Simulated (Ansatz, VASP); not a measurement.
# One calculation of W, two programs

Contents of INCAR:

```
PREC = Accurate
ENCUT = 520
EDIFF = 1E-7
ISMEAR = 0
SIGMA = 0.6
LREAL = False
LASPH = True
NELM = 100
ALGO = Normal
ISIF = 2
LWAVE = False
LCHARG = False
GGA = PE
NBANDS = 13
```

The input KPOINTS:

```
Automatic mesh
0
Gamma
  14 14 14
```

The input POSCAR:

```
W
1.0
   -1.5921723362      1.5921723362      1.5921723362
    1.5921723362     -1.5921723362      1.5921723362
    1.5921723362      1.5921723362     -1.5921723362
W
1
Direct
    0.0000000000      0.0000000000      0.0000000000
```

Input for Ansatz:

```yaml
crystal:
  lattice:
    - [-1.5921723362, 1.5921723362, 1.5921723362]
    - [1.5921723362, -1.5921723362, 1.5921723362]
    - [1.5921723362, 1.5921723362, -1.5921723362]
  atoms:
    - { symbol: W, position: [0.0, 0.0, 0.0] }
hamiltonian:
  xc: pbe
  pseudopotentials:
    kind: paw
    azcp:
      W: "pseudopotentials/W.paw.azcp"
basis:
  ecutwfc: 420
  fft_grid_basis: typed
kpoints:
  mp_grid: { grid: [14, 14, 14], shift: [0, 0, 0] }
magnetization:
  spin_polarized: false
scf:
  occupations: { method: gaussian, width: 0.6 }
  lower_state_search: "off"
output:
  stress: true
```

Alike in both runs: task single point; functional PBE; k mesh 14 × 14 × 14; occupations gaussian, width 0.6 eV; no spin polarisation.

|  | VASP | Ansatz |
| --- | --- | --- |
| version | VASP 6.6.1 | Ansatz 0.2.0 |
| potentials or method | VASP PAW PBE potentials, release 64 (W_sv), cutoff 520 eV | plane waves (420 eV) with PAW, scalar-relativistic |
| valence electrons in the cell | 14 | 14 |

```tsv
	VASP	Ansatz	Ansatz less VASP
pressure (GPa)	0.6	0.1	-0.50
```

Neither program's run includes spin-orbit coupling.
